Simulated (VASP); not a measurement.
CaSe: single point with PBE

Crystal: CaSe.

```xyz
2
Lattice="0.0000 2.9702 2.9702 2.9702 0.0000 2.9702 2.9702 2.9702 0.0000" Properties=species:S:1:pos:R:3 pbc="T T T"
Ca    0.0000    0.0000    0.0000
Se    3.1702    2.9702    2.9702
```

```json
{"Program": "VASP 6.6.1", "Task": "single point", "Functional": "PBE", "Potentials or basis": "VASP PAW PBE potentials, release 64 (Ca_sv, Se)", "Cutoff": "520 eV", "k mesh": "1 × 5 × 2", "Occupations": "fermi-dirac, width 0.025852 eV", "Spin": "no spin polarisation"}
```

- Pressure: 5.2 GPa
- Largest force: 0.551 eV/Å
- Band gap on the k mesh: 2.31 eV, indirect (least direct gap 3.25 eV)

Forces on the atoms (eV/Å):
```
Ca   0.544  0.063 -0.063
Se  -0.544 -0.063  0.063
```

Stress tensor (GPa, compression positive):
```
 4.47  1.02 -1.02
 1.02  5.53  8.89
-1.02  8.89  5.53
```

Levels at points of the mesh, in eV from the valence-band top:
| k point | band 4 | band 5 | band 6 | band 7 | band 8 | band 9 | band 10 | band 11 | band 12 | band 13 |
| --- | --- | --- | --- | --- | --- | --- | --- | --- | --- | --- |
| (0.00, 0.00, 0.00) | -20.88 | -11.69 | -0.09 | -0.08 | 0.00 | 3.25 | 3.63 | 3.67 | 3.68 | 4.12 |
| (0.00, 0.00, 0.50) | -20.89 | -11.01 | -3.26 | -1.21 | -1.16 | 4.39 | 5.22 | 5.33 | 5.35 | 7.06 |

Wall time 13 s on 1 thread of Intel Xeon 8259CL (shared host), peak memory 0.17 GiB.

Caveat: the k points lie up to 1.83 Å⁻¹ apart. A k mesh can miss the band edges.
